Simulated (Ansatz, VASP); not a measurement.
# Two plane-wave programs on Cr3PtC

```
CELL_PARAMETERS angstrom
3.85204 0.00000 0.00000
0.00000 3.85204 0.00000
0.00000 0.00000 3.85204
ATOMIC_POSITIONS crystal
Pt 0.00000 0.00000 0.00000
C 0.50000 0.50000 0.50000
Cr 0.50000 0.50000 0.00000
Cr 0.50000 0.00000 0.50000
Cr 0.00000 0.50000 0.50000
```

Alike in both runs: task single point; functional r2SCAN; k mesh 10 × 10 × 10; occupations gaussian, width 0.1 eV; no spin polarisation.

```csv
,VASP,Ansatz
version,VASP 6.6.1,Ansatz 0.2.0
potentials or method,"VASP PAW PBE potentials, release 64 (Pt, C, Cr_pv), cutoff 520 eV","scalar-relativistic, plane waves, PAW"
valence electrons in the cell,50,64
```

```tsv
	VASP	Ansatz	Ansatz less VASP
gap on the k mesh at the Fermi level (eV)	none	none	-
pressure (GPa)	-4.3	-5.0	-0.64
```

VASP's potentials were made for PBE, not for r2SCAN. A gap of «none» marks a metal or a gap that the smearing closes. VASP's potentials hold 50 valence electrons a cell and Ansatz's 64, so a difference there can come from the potentials and not from the codes.

Neither program's run includes spin-orbit coupling.
